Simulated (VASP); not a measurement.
# MgMnV4O12 (P1) in VASP: a series of runs

The runs below take MgMnV4O12 through electric field gradients, with PBE, PBE+U.

All numbers are computed with VASP 6.6.1; they aren't measurements. Logs are shortened: lines on timing, memory, paths and dates and some standing lists are left out, and cuts for length are marked.

**1. The cell of the first run**

The typed cell holds 18 atoms: a = 4.967 Å, b = 5.300 Å, c = 7.732 Å, α = 96.27°, β = 90.83°, γ = 90.24°.

**2. Electric field gradients, PBE, collinear spin, ferromagnetic start**

File INCAR:

```
SYSTEM = MgMnV4O12
PREC     = Accurate       ! precision mode
ENCUT    = 520            ! plane-wave cutoff, eV
EDIFF    = 1E-8           ! SCF threshold, eV
ISMEAR   = -1             ! smearing method
SIGMA    = 0.02           ! smearing width, eV
LREAL    = Auto         
LASPH    = .True.         ! aspherical terms in the spheres
NELM     = 150            ! most SCF steps
ALGO     = Normal         ! electronic algorithm
ISIF     = 2              ! what is computed and relaxed
LWAVE    = .False.        ! write WAVECAR
LCHARG   = .False.        ! write CHGCAR
ISPIN    = 2              ! spin polarisation
MAGMOM   = 0 5 0 0 0 0 0 0 0 0 0 0 0 0 0 0 0 0 ! initial moments
LORBIT   = 11             ! projections on sites
LMAXMIX  = 4              ! l up to which the mixer works
GGA      = PE             ! functional
LEFG     = .True.       
NBANDS   = 88             ! bands
KPAR     = 4
```

File KPOINTS:

```
Automatic mesh
0
Gamma
  5 4 3
  0 0 0
```

File POSCAR:

```
MgMnV4O12
1.0
    4.9669263940      0.0000000000      0.0000000000
   -0.0225985322      5.2997886082      0.0000000000
   -0.1121097943     -0.8454855568      7.6846415694
Mg Mn V O
1 1 4 12
Direct
    0.4996930000      0.9295270000      0.2838480000
    0.0021940000      0.4161540000      0.2889330000
    0.0068220000      0.9847860000      0.9872580000
    0.4979330000      0.5285900000      0.5341130000
    0.0063030000      0.0169580000      0.5326570000
    0.5102610000      0.4811690000      0.9892500000
    0.2846850000      0.2350930000      0.4151920000
    0.1083720000      0.0258980000      0.7417290000
    0.3083390000      0.8506180000      0.0494540000
    0.1912630000      0.7151550000      0.4094980000
    0.8113820000      0.7303510000      0.9308400000
    0.3954310000      0.5375430000      0.7397350000
    0.6522480000      0.5533540000      0.2103740000
    0.2007760000      0.3491910000      0.0445460000
    0.7853210000      0.3321780000      0.5272750000
    0.6925510000      0.2259720000      0.9219270000
    0.8684010000      0.0710660000      0.2135440000
    0.6720730000      0.8315280000      0.5178950000
```

Potentials or basis: VASP PAW PBE potentials, release 64 (Mg, Mn_pv, V_sv, O).

Started as:

```sh
$ cat potpaw_PBE.64/Mg/POTCAR potpaw_PBE.64/Mn_pv/POTCAR potpaw_PBE.64/V_sv/POTCAR potpaw_PBE.64/O/POTCAR > POTCAR
$ mpirun -np 4 vasp_std > vasp.out
```

OUTCAR:

```text
SYSTEM = MgMnV4O12
   PREC = Accurate
   ENCUT = 520
   EDIFF = 1E-8
   ISMEAR = -1
   LREAL = Auto
   LASPH = .True.
   NELM = 150
   ISIF = 2
   ISPIN = 2
   LORBIT = 11
   GGA = PE

 ion  position               nearest neighbor table
   1  0.500  0.930  0.284-   9 2.04  17 2.08  18 2.11   7 2.12  13 2.16  10 2.20   4 3.03   6 3.11
                             5 3.14   5 3.15
   2  0.002  0.416  0.289-  17 1.97  10 1.98  13 2.00   7 2.00  14 2.14  15 2.23   5 2.98
   3  0.007  0.985  0.987-  11 1.67   9 1.74  17 1.90   8 2.01  16 2.11  14 2.15
   4  0.498  0.529  0.534-  12 1.67  15 1.77  18 1.84   7 2.01  10 2.10   1 3.03
   5  0.006  0.017  0.533-   8 1.68  18 1.92  10 2.00  15 2.01   7 2.08   2 2.98   1 3.14   1 3.15

   6  0.510  0.481  0.989-  16 1.67  14 1.76  13 1.84  12 2.06  11 2.08   9 2.21   1 3.11
   7  0.285  0.235  0.415-   2 2.00   4 2.01   5 2.08   1 2.12
   8  0.108  0.026  0.742-   5 1.68   3 2.01
   9  0.308  0.851  0.049-   3 1.74   1 2.04   6 2.21
  10  0.191  0.715  0.409-   2 1.98   5 2.00   4 2.10   1 2.20
  11  0.811  0.730  0.931-   3 1.67   6 2.08
  12  0.395  0.538  0.740-   4 1.67   6 2.06
  13  0.652  0.553  0.210-   6 1.84   2 2.00   1 2.16
  14  0.201  0.349  0.045-   6 1.76   2 2.14   3 2.15
  15  0.785  0.332  0.527-   4 1.77   5 2.01   2 2.23
  16  0.693  0.226  0.922-   6 1.67   3 2.11
  17  0.868  0.071  0.214-   3 1.90   2 1.97   1 2.08
  18  0.672  0.832  0.518-   4 1.84   5 1.92   1 2.11

  LATTYP: Found a triclinic cell.
 ALAT       =    10.2431054151
 B/A-ratio  =     0.4849043520
 C/A-ratio  =     0.5174052764
 COS(alpha) =     0.0042640053
 COS(beta)  =     0.4369784137
 COS(gamma) =     0.4980554738

  Lattice vectors:

 A1 = (   5.1016347205,  -4.4543030514,  -7.6846415694)
 A2 = (   4.9669263940,   0.0000000000,   0.0000000000)
 A3 = (   0.0225985322,  -5.2997886082,   0.0000000000)

Analysis of symmetry for initial positions (statically):
=====================================================================
 Subroutine PRICEL returns:
 Original cell was already a primitive cell.

 Routine SETGRP: Setting up the symmetry group for a
 triclinic supercell.

 Subroutine GETGRP returns: Found  1 space group operations
 (whereof  1 operations were pure point group operations)
 out of a pool of  2 trial point group operations.

The static configuration has the point symmetry C_1 .

Analysis of symmetry for dynamics (positions and initial velocities):
=====================================================================
 Subroutine PRICEL returns:
 Original cell was already a primitive cell.

 Routine SETGRP: Setting up the symmetry group for a
 triclinic supercell.

 Subroutine GETGRP returns: Found  1 space group operations
 (whereof  1 operations were pure point group operations)
 out of a pool of  2 trial point group operations.

The dynamic configuration has the point symmetry C_1 .

Analysis of structural, dynamic, and magnetic symmetry:
=====================================================================
 Subroutine PRICEL returns:
 Original cell was already a primitive cell.

 Routine SETGRP: Setting up the symmetry group for a
 triclinic supercell.

 Subroutine GETGRP returns: Found  1 space group operations
 (whereof  1 operations were pure point group operations)
 out of a pool of  2 trial point group operations.

The overall configuration has the point symmetry C_1 .

 Subroutine INISYM returns: Found  1 space group operations
 (whereof  1 operations are pure point group operations),
 and found     1 'primitive' translations

----------------------------------------------------------------------------------------

                                     Primitive cell

  volume of cell :     202.2879

  direct lattice vectors                    reciprocal lattice vectors
     4.966926394  0.000000000  0.000000000     0.201331753  0.000858487  0.003031644
    -0.022598532  5.299788608  0.000000000     0.000000000  0.188686771  0.020759841
    -0.112109794 -0.845485557  7.684641569     0.000000000  0.000000000  0.130129687

  length of vectors
     4.966926394  5.299836789  7.731825818     0.201356407  0.189825363  0.130129687

  position of ions in fractional coordinates (direct lattice)
     0.499693000  0.929527000  0.283848000
     0.002194000  0.416154000  0.288933000
[... 137 lines left out ...]
   IVDW    =     0    specifies the selected vdW correction
   LEPSILON=     F    determine dielectric tensor
   LRPA    =     F    only Hartree local field effects (RPA)
 spin polarized calculation
  energy-cutoff  :      520.00
  volume of cell :      202.29
 maximum number of plane-waves:      5468
 NGX is ok and might be reduce to    40
   NGX = 19   NGY = 19   NGZ = 29

 number of electron     138.9999999 magnetization       5.0000485

 Free energy of the ion-electron system (eV)
  ---------------------------------------------------
  ext. energy  EPLUGINS =         0.00000000
  ---------------------------------------------------
  free energy    TOTEN  =      -146.36410751 eV

  energy without entropy =     -146.36407966  energy(sigma->0) =     -146.36409358

 E-fermi :   4.3070     XC(G=0): -10.7029

 val. band max:        4.1812657159   @ k =   0.0000   0.5000   0.3333
 cond. band min:       4.4446542203   @ k =  -0.4000   0.2500   0.3333
 fundamental gap:      0.2633885044
 Fermi energy:         4.3070433566

 spin component 1

 k-point     1 :       0.0000    0.0000    0.0000
  band No.  band energies     occupation
      1     -61.9296      1.00000
      2     -61.8553      1.00000
      3     -61.7736      1.00000
      4     -61.6295      1.00000
      5     -46.6131      1.00000
      6     -46.5423      1.00000
[... 2005 lines left out ...]
     80       5.6442      0.00000
     81       5.8172      0.00000

 [... further k-points ...]

 spin component 2

 k-point     1 :       0.0000    0.0000    0.0000
  band No.  band energies     occupation
      1     -61.7210      1.00000
      2     -61.6875      1.00000
      3     -61.4500      1.00000
      4     -61.0201      1.00000
      5     -42.8439      1.00000
      6     -42.6543      1.00000
[... 2005 lines left out ...]
     80       6.1396      0.00000
     81       6.1784      0.00000

 [... further k-points ...]

 [bands above 81 left out]

------------------------ aborting loop because EDIFF is reached ----------------------------------------

  FORCE on cell =-STRESS in cart. coord.  units (eV):
  Direction    XX          YY          ZZ          XY          YZ          ZX
  --------------------------------------------------------------------------------------
  -------------------------------------------------------------------------------------
  Total       -7.0050647     -6.1028617     -6.9062119      0.2108021     -0.5074294     -0.0191238
  in kB      -55.4820939    -48.3363916    -54.6991520      1.6696120     -4.0189844     -0.1514661
  external PRESSURE =     -52.8392125 kB  Pullay stress =       0.0000000 kB

 VOLUME and BASIS-vectors are now :
 -----------------------------------------------------------------------------
  energy-cutoff  :      520.00
  volume of cell :      202.29
      direct lattice vectors                 reciprocal lattice vectors
     4.966926394  0.000000000  0.000000000     0.201331753  0.000858487  0.003031644
    -0.022598532  5.299788608  0.000000000     0.000000000  0.188686771  0.020759841
    -0.112109794 -0.845485557  7.684641569     0.000000000  0.000000000  0.130129687

 POSITION                                       TOTAL-FORCE (eV/Angst)
 -----------------------------------------------------------------------------------
      2.42911      4.68631      2.18127         0.027106     -0.014389     -0.046787
     -0.03090      1.96124      2.22035        -0.072750     -0.216769     -0.137428
     -0.09905      4.38445      7.58672        -0.106535     -0.905074      0.399296
      2.40137      2.34983      4.10447        -0.049602     -0.148305      0.756770
     -0.02879     -0.36048      4.09328        -0.125850     -0.087046      0.742973
      2.41265      1.71370      7.60203         0.161682     -0.733527      0.026101
[... 10 lines left out ...]
      4.28774      0.19609      1.64101         0.167987      0.226305     -0.204801
      3.26128      3.96905      3.97984         0.601489      0.236240      0.036250
 -----------------------------------------------------------------------------------
    total drift:                                0.007174     -0.012418      0.016362

  FREE ENERGIE OF THE ION-ELECTRON SYSTEM (eV)
  ---------------------------------------------------
  free  energy   TOTEN  =      -146.3641075055 eV

  energy  without entropy=     -146.3640796620  energy(sigma->0) =     -146.36409358

 Electric field gradients (V/A^2)
---------------------------------------------------------------------
 ion       V_xx      V_yy      V_zz      V_xy      V_xz      V_yz
---------------------------------------------------------------------
   1      -1.310     5.463    -4.154     0.667    -1.924    -0.960
   2      -9.012    13.919    -4.907    -2.872    -2.434     0.313
   3     -30.772    -2.968    33.739   -19.493   -24.134    -7.339
   4      -2.786   -26.960    29.746     0.230    15.343     5.421
   5     -19.249   -17.256    36.505    -6.043    12.933   -10.713
   6     -28.375     8.071    20.304     8.114    17.714   -13.912
[... 10 lines left out ...]
  17     -36.571     8.715    27.856    23.716   -13.132    16.153
  18      13.513    11.631   -25.144    41.131     2.103    -5.667
---------------------------------------------------------------------

 Electric field gradients after diagonalization (V/A^2)
 (convention: |V_zz| > |V_xx| > |V_yy|)
----------------------------------------------------------------------
 ion       V_xx      V_yy      V_zz     asymmetry (V_yy - V_xx)/ V_zz
----------------------------------------------------------------------
   1      -5.154    -0.514     5.668       0.819
   2     -10.398    -3.895    14.293       0.455
   3      41.785     6.563   -48.348       0.729
   4     -27.546    -8.710    36.256       0.520
   5     -24.596   -17.118    41.714       0.179
   6      31.484     5.960   -37.444       0.682
[... 10 lines left out ...]
  17      37.062    14.031   -51.093       0.451
  18     -32.664   -21.127    53.790       0.214
----------------------------------------------------------------------

           NMR quadrupolar parameters

 Cq : quadrupolar parameter    Cq=e*Q*V_zz/h
 eta: asymmetry parameters     (V_yy - V_xx)/ V_zz
 Q  : nuclear electric quadrupole moment in mb (millibarn)
----------------------------------------------------------------------
 ion       Cq(MHz)       eta       Q (mb)
----------------------------------------------------------------------
   1       0.014       0.819       1.000
   2       0.035       0.455       1.000
   3      -0.117       0.729       1.000
   4       0.088       0.520       1.000
   5       0.101       0.179       1.000
   6      -0.091       0.682       1.000
[... 10 lines left out ...]
  17      -0.124       0.451       1.000
  18       0.130       0.214       1.000
----------------------------------------------------------------------

 total charge

# of ion       s       p       d       tot
------------------------------------------
    1        0.132   0.150   0.066   0.348
    2        0.270   6.292   4.840  11.403
    3        2.333   6.378   3.001  11.712
    4        2.334   6.363   3.043  11.740
    5        2.280   6.285   2.969  11.535
    6        2.333   6.373   3.026  11.733
[... 10 lines left out ...]
   17        1.567   3.452   0.000   5.020
   18        1.570   3.466   0.000   5.036
--------------------------------------------------
tot         28.614  73.021  16.945 118.580

 magnetization (x)

# of ion       s       p       d       tot
------------------------------------------
    1        0.002   0.001   0.001   0.004
    2        0.026   0.028   3.569   3.624
    3        0.002   0.000   0.048   0.050
    4        0.004   0.003   0.221   0.228
    5        0.008   0.007   0.795   0.809
    6        0.003   0.003   0.166   0.173
[... 10 lines left out ...]
   17        0.001  -0.004   0.000  -0.003
   18       -0.000  -0.004   0.000  -0.004
--------------------------------------------------
tot          0.055  -0.068   4.800   4.787
```

It took 8.5 min on 4 MPI ranks of Intel Xeon 6975P-C (Granite Rapids), shared host; peak memory 0.83 GiB.

What came out:

| Property | Result |
| --- | --- |
| Free energy | -146.3641 eV |
| Pressure | -5.3 GPa |
| Largest force | 1.355 eV/Å |
| Band gap on the k mesh | 0.26 eV (least direct gap 0.33 eV) |
| Net moment | 5.00 μB per cell |
| Site moments | Mg +0.00; Mn +3.62; V +0.05, +0.23, +0.81, +0.17; O -0.01, -0.06, -0.00, -0.02, +0.00, +0.01 (each value once) μB |
| Largest electric field gradient by atom | Mg +5.7; Mn +14.3; V -48.3, +36.3, +41.7, -37.4; O -41.8, +19.8, -36.9, -46.3, +29.2, +21.6, +42.6, -41.5, +29.4, +22.5, -51.1, +53.8 V/Å² |
| Valence electrons inside the program's atomic spheres | Mg 0.35; Mn 11.40; V 11.71, 11.74, 11.54, 11.73; O 5.02, 4.99, 5.03, 5.00, 5.01, 5.04 (each value once) |

Forces on the atoms (eV/Å):
```
Mg   0.027 -0.014 -0.047
Mn  -0.073 -0.217 -0.137
V   -0.107 -0.905  0.399
V   -0.050 -0.148  0.757
V   -0.126 -0.087  0.743
V    0.162 -0.734  0.026
O   -0.276 -0.058  0.041
O   -0.423  0.082 -1.284
O   -0.535  0.315 -0.169
O   -0.342  0.144  0.112
O    0.460  0.658  0.220
O    0.311  0.044 -0.680
O    0.226 -0.158 -0.161
O    0.153  0.254  0.215
O    0.179 -0.213 -0.149
O   -0.357  0.574  0.284
O    0.168  0.226 -0.205
O    0.601  0.236  0.036
```

Levels at points of the mesh, in eV from the valence-band top:
Spin up:
| k point | band 70 | band 71 | band 72 | band 73 | band 74 | band 75 |
| --- | --- | --- | --- | --- | --- | --- |
| (0.00, 0.00, 0.00) | -1.58 | -0.59 | -0.37 | 0.48 | 0.60 | 0.81 |
| (0.00, 0.50, 0.00) | -1.58 | -0.51 | -0.01 | 0.32 | 0.63 | 0.66 |
Spin down:
```csv
k point,band 63,band 64,band 65,band 66,band 67,band 68,band 69,band 70,band 71,band 72
"(0.00, 0.00, 0.00)",-2.44,-2.30,-2.07,-1.92,-1.58,0.41,0.65,0.75,0.97,1.18
"(0.00, 0.50, 0.00)",-2.24,-2.19,-2.13,-1.92,-1.87,0.60,0.66,0.85,1.00,1.02
```

Electric field gradients, principal values (V/Å²):
```tsv
atom	least	middle	greatest (by size)
1 Mg	-0.514	-5.154	5.668
2 Mn	-3.895	-10.398	14.293
3 V	6.563	41.785	-48.348
4 V	-8.710	-27.546	36.256
5 V	-17.118	-24.596	41.714
6 V	5.960	31.484	-37.444
7 O	9.928	31.883	-41.810
8 O	-8.170	-11.672	19.842
9 O	13.336	23.524	-36.860
10 O	7.287	39.055	-46.342
11 O	-6.361	-22.807	29.168
12 O	-0.631	-20.999	21.629
13 O	-6.159	-36.476	42.635
14 O	8.132	33.319	-41.451
15 O	-3.933	-25.425	29.358
16 O	-5.840	-16.667	22.507
17 O	14.031	37.062	-51.093
18 O	-21.127	-32.664	53.790
```

Caveat: the cell stands under tension; without QUAD_EFG the Cq values of the log hold for a quadrupole moment of 1 mb, not for the nuclei; a cell with one magnetic atom can't hold antiferromagnetic order, which such compounds often take; forces of over 1 eV/Å act on the atoms, so gaps and moduli don't describe the material at rest. A k mesh can miss the band edges.

[end of part 1 of 2]
